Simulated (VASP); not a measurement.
Wanted: the native input for a VASP 6.6.1 run.

* Task: single point
* Functional: b88 exchange, pbe correlation
* Potentials or basis: VASP PAW PBE potentials, release 64 (Bi_d)
* Cutoff: 500 eV
* k mesh: 9 × 9 × 9
* Occupations: fermi-dirac, width 0.05 eV
* Spin: no spin polarisation
* Dipole correction: no
* Further INCAR settings: ALGO = Normal; EDIFF = 1e-06; NBANDS = 14

The structure of Bi lies in POSCAR:

```
Bi
1.0
   -1.9900297259      1.9900297259      1.9900297259
    1.9900297259     -1.9900297259      1.9900297259
    1.9900297259      1.9900297259     -1.9900297259
Bi
1
Direct
    0.0000000000      0.0000000000      0.0000000000
```

This isn't the form of Bi at room conditions, which is rhombohedral.

These files were run (other wordings do the same):

INCAR

```
PREC = Accurate
ENCUT = 500
EDIFF = 1E-6
ISMEAR = -1
SIGMA = 0.05
LREAL = False
LASPH = True
NELM = 120
ALGO = Normal
ISIF = 2
LWAVE = False
LCHARG = True
GGA = LIBXC
LIBXC1 = GGA_X_B88
LIBXC2 = GGA_C_PBE
LELF = True
LVHAR = True
NBANDS = 14
GGA_COMPAT = False
```

KPOINTS

```
Automatic mesh
0
Gamma
  9 9 9
```

Potentials or basis: VASP PAW PBE potentials, release 64 (Bi_d).

Run with:

```console
$ cat potpaw_PBE.64/Bi_d/POTCAR > POTCAR
$ mpirun -np 1 vasp_std > vasp.out
```

Results of the run:

The pressure is -0.1 GPa and the band gap on the k mesh is zero (an odd number of electrons rules out a gap without spin polarisation).

Caveat: the PAW data sets were made with another functional, which shifts forces and pressure a little; spin-orbit coupling is left out, which moves the levels of the heavy elements.

Run time: 13 s on 1 thread of AMD EPYC 7R13 Processor (Zen 3), on a shared host, peak memory 0.13 GiB.
